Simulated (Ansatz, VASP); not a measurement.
# ZnAu in VASP and in Ansatz

```
Zn Au
1.0
     3.14700    0.00000    0.00000
     0.00000    3.14700    0.00000
     0.00000    0.00000    3.14700
Zn Au
1 1
Cartesian
  1.5735 1.5735 1.5735
  0.0000 0.0000 0.0000
```

Alike in both runs: task single point; functional PBE; k mesh 14 × 14 × 14; occupations gaussian, width 0.1 eV; no spin polarisation.

|  | VASP | Ansatz |
| --- | --- | --- |
| version | VASP 6.6.1 | Ansatz 0.2.0 |
| potentials or method | VASP PAW PBE potentials, release 64 (Zn, Au), cutoff 520 eV | scalar-relativistic, plane waves, PAW |
| valence electrons in the cell | 23 | 31 |

VASP gave:

| Property | Result |
| --- | --- |
| gap on the k mesh at the Fermi level (eV) | none |
| pressure (GPa) | 5.0 |

Which values does Ansatz return?

gap on the k mesh at the Fermi level (eV): none; pressure (GPa): 4.8.

A gap of «none» marks a metal or a gap that the smearing closes. VASP's potentials hold 23 valence electrons a cell and Ansatz's 31, so a difference there can come from the potentials and not from the codes.

Neither program's run includes spin-orbit coupling.
